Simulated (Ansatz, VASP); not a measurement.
# SiO2 in VASP and in Ansatz

INCAR

```
ALGO = Normal ; EDIFF = 1E-6
ENCUT = 520 ; GGA = PE
ISIF = 2 ; ISMEAR = 0
LASPH = True ; LCHARG = True
LELF = True ; LREAL = False
LVHAR = True ; LWAVE = False
NBANDS = 25 ; NELM = 60
PREC = Accurate ; SIGMA = 0.05
```

File KPOINTS:

```
k-points
0
Gamma
  6 6 10
```

File POSCAR:

```
SiO2
1.0
    3.8392806854      0.0000000000      0.0000000000
    0.0000000000      3.8392806854      0.0000000000
    0.0000000000      0.0000000000      2.7504606830
Si O
2 4
Direct
    0.5000000000      0.5000000000      0.5000000000
    0.0000000000      0.0000000000      0.0000000000
    0.6930127928      0.6930127928      0.0000000000
    0.1930127928      0.8069872072      0.5000000000
    0.3069872072      0.3069872072      0.0000000000
    0.8069872072      0.1930127928      0.5000000000
```

Input for Ansatz:

```yaml
crystal:
  lattice:
    - [3.8392806854, 0.0, 0.0]
    - [0.0, 3.8392806854, 0.0]
    - [0.0, 0.0, 2.750460683]
  atoms:
    - { symbol: Si, position: [0.5, 0.5, 0.5] }
    - { symbol: Si, position: [0.0, 0.0, 0.0] }
    - { symbol: O, position: [0.6930127928, 0.6930127928, 0.0] }
    - { symbol: O, position: [0.1930127928, 0.8069872072, 0.5] }
    - { symbol: O, position: [0.3069872072, 0.3069872072, 0.0] }
    - { symbol: O, position: [0.8069872072, 0.1930127928, 0.5] }
basis:
  ecutwfc: 520.0
kpoints:
  mp_grid: { grid: [6, 6, 10] }
hamiltonian:
  xc: pbe
  pseudopotentials: { kind: paw, azcp: { folder: soft_1 } }
scf:
  occupations: { method: gaussian, width: 0.05 }
output:
  forces: true
  stress: true
  eigenvalues: true
```

Alike in both runs: task single point; functional PBE; k mesh 6 × 6 × 10; occupations gaussian, width 0.05 eV; no spin polarisation.

|  | VASP | Ansatz |
| --- | --- | --- |
| version | VASP 6.6.1 | Ansatz 0.2.0 |
| potentials or method | VASP PAW PBE potentials, release 64 (Si, O), cutoff 520 eV | scalar-relativistic, plane waves, PAW |
| valence electrons in the cell | 32 | 32 |

```csv
,VASP,Ansatz,Ansatz less VASP
gap on the k mesh at the Fermi level (eV),5.64,5.69,+0.048
least direct gap on the mesh (eV),5.64,5.69,+0.048
rms of the force components (eV/Å),0.600,0.607,+0.0063
```

Atom by atom the forces differ by 0.006 eV/Å (rms over components).
